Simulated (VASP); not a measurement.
## Fe: single point with LDA

Crystal: Fe.

```
Fe
1.0
     2.12072    0.00000    0.00000
     0.00000    2.12072    0.00000
     0.00000    0.00000    2.12072
Fe
1
Cartesian
  0.0000 0.0000 0.0000
```

This cell differs from its parent crystal: volume scaled by 0.88.

```json
{"Program": "VASP 6.6.1", "Task": "single point", "Functional": "LDA", "Potentials or basis": "VASP PAW LDA potentials, release 64 (Fe)", "Cutoff": "520 eV", "k mesh": "16 × 16 × 16", "Occupations": "fermi-dirac, width 0.1 eV", "Spin": "no spin polarisation"}
```

```json
{"Pressure": "41.3 GPa", "Band gap on the k mesh": "zero (band 4 reaches 10.87 eV, above the bottom of band 5 at 7.07 eV)"}
```

Levels at points of the mesh, in eV from the Fermi level:
| k point | band 2 | band 3 | band 4 | band 5 | band 6 | band 7 |
| --- | --- | --- | --- | --- | --- | --- |
| (0.00, 0.00, 0.00) | -5.02 | -5.02 | 1.30 | 1.30 | 1.30 | 23.38 |
| (0.50, 0.00, 0.00) | -4.16 | -1.53 | -0.88 | -0.88 | 1.49 | 7.43 |
| (0.50, 0.50, 0.00) | -3.25 | -0.41 | -0.41 | 2.76 | 6.81 | 6.81 |
| (0.50, 0.50, 0.50) | -4.71 | -4.71 | 2.88 | 2.88 | 13.30 | 16.30 |

It took 11 s on 1 thread of Intel Xeon 6975P-C (shared host), peak memory 0.12 GiB.

Caveat: the run has no spin polarisation, though such a crystal can be magnetic. Spin polarisation is off, so any magnetic state and its effect on volume and gap are missing.
